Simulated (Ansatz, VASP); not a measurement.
## Two plane-wave programs on MgO

File INCAR:

```
ALGO = Normal ; EDIFF = 1E-6
EDIFFG = -0.05 ; ENCUT = 600
GGA = PE ; IBRION = 2
ISIF = 3 ; ISMEAR = 0
LASPH = True ; LCHARG = False
LREAL = False ; LWAVE = False
NELM = 60 ; NSW = 80
PREC = Accurate ; SIGMA = 0.1
```

File KPOINTS:

```
k-points
0
Gamma
  8 8 8
```

The input POSCAR:

```
MgO
1.0
    0.0000000000      2.2762548358      2.2762548358
    2.2762548358      0.0000000000      2.2762548358
    2.2762548358      2.2762548358      0.0000000000
Mg O
1 1
Direct
    0.0000000000      0.0000000000      0.0000000000
    0.5000000000      0.5000000000      0.5000000000
```

Input for Ansatz:

```yaml
crystal:
  lattice:
    - [0.0, 2.2762548358, 2.2762548358]
    - [2.2762548358, 0.0, 2.2762548358]
    - [2.2762548358, 2.2762548358, 0.0]
  atoms:
    - { symbol: Mg, position: [0.0, 0.0, 0.0] }
    - { symbol: O, position: [0.5, 0.5, 0.5] }
basis:
  ecutwfc: 420
kpoints:
  mp_grid: { grid: [8, 8, 8] }
hamiltonian:
  xc: pbe
scf:
  occupations: { method: gaussian, width: 0.1 }
output:
  forces: true
  stress: true
  eigenvalues: true
relax:
  adjacent_minimum: "off"
  f_tol: 0.05
  max_steps: 60
  cell: { stress_tol: 0.5 }
```

Alike in both runs: task relaxation of cell and atoms; functional PBE; k mesh 8 × 8 × 8; occupations gaussian, width 0.1 eV; no spin polarisation.

|  | VASP | Ansatz |
| --- | --- | --- |
| version | VASP 6.6.1 | Ansatz 0.2.0 |
| potentials or method | VASP PAW PBE potentials, release 64 (Mg, O), cutoff 600 eV | scalar-relativistic, plane waves, PAW |
| valence electrons in the cell | 8 | 16 |

|  | VASP | Ansatz | Ansatz less VASP |
| --- | --- | --- | --- |
| gap on the k mesh at the Fermi level, each at its own relaxed structure (eV) | 4.51 | 4.46 | -0.056 |
| relaxed volume (Å³/atom) | 9.55 | 9.62 | +0.071 |
| relaxed cell length with the largest relative difference (Å) | 3.001 | 3.008 | +0.0075 |

VASP's potentials hold 8 valence electrons a cell and Ansatz's 16, so a difference there can come from the potentials and not from the codes.

Noted on VASP's run: the volume moved by over 15 % at a fixed basis, so the end points are rough.
